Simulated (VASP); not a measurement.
**YPbF3: single point with PBE**

The system is YPbF3.

```
CELL_PARAMETERS angstrom
6.54762 0.00000 0.00000
-3.27381 5.67041 0.00000
0.00000 0.00000 5.11336
ATOMIC_POSITIONS crystal
Y 0.33333 0.66667 0.75000
Y 0.66667 0.33333 0.25000
Pb 0.00000 0.00000 0.00000
Pb 0.00000 0.00000 0.50000
F 0.79318 0.58636 0.75000
F 0.41364 0.20682 0.75000
F 0.79318 0.20682 0.75000
F 0.20682 0.41364 0.25000
F 0.58636 0.79318 0.25000
F 0.20682 0.79318 0.25000
```

| Property | Result |
| --- | --- |
| Program | VASP 6.6.1 |
| Task | single point |
| Functional | PBE |
| Potentials or basis | VASP PAW PBE potentials, release 64 (Y_sv, Pb_d, F) |
| Cutoff | 520 eV |
| k mesh | 6 × 6 × 8 |
| Occupations | gaussian, width 0.1 eV |
| Spin | no spin polarisation |

- Pressure: -0.2 GPa
- Band gap on the k mesh: zero (bands 46 and 47 overlap by 0.81 eV)

Stress tensor (GPa, compression positive):
```
-0.20  0.00  0.00
 0.00 -0.20  0.00
 0.00  0.00 -0.29
```

Levels at points of the mesh, in eV from the Fermi level:
| k point | band 43 | band 44 | band 45 | band 46 | band 47 | band 48 | band 49 | band 50 |
| --- | --- | --- | --- | --- | --- | --- | --- | --- |
| (0.00, 0.00, 0.00) | -4.10 | -3.23 | -2.38 | -0.52 | -0.52 | -0.21 | 0.56 | 0.56 |
| (0.50, 0.00, 0.00) | -3.38 | -3.07 | -1.74 | -0.91 | -0.12 | 0.65 | 0.81 | 0.89 |
| (0.00, 0.00, 0.50) | -4.27 | -4.27 | -0.08 | -0.08 | -0.08 | -0.08 | 0.58 | 0.58 |
| (0.50, 0.00, 0.50) | -3.47 | -3.47 | 0.16 | 0.16 | 0.56 | 0.56 | 0.71 | 0.71 |

It took 15 min on 1 thread of Intel Xeon 8259CL, with other jobs on the host, peak memory 0.53 GiB.

Caveat: spin-orbit coupling is left out, which moves the levels of the heavy elements.
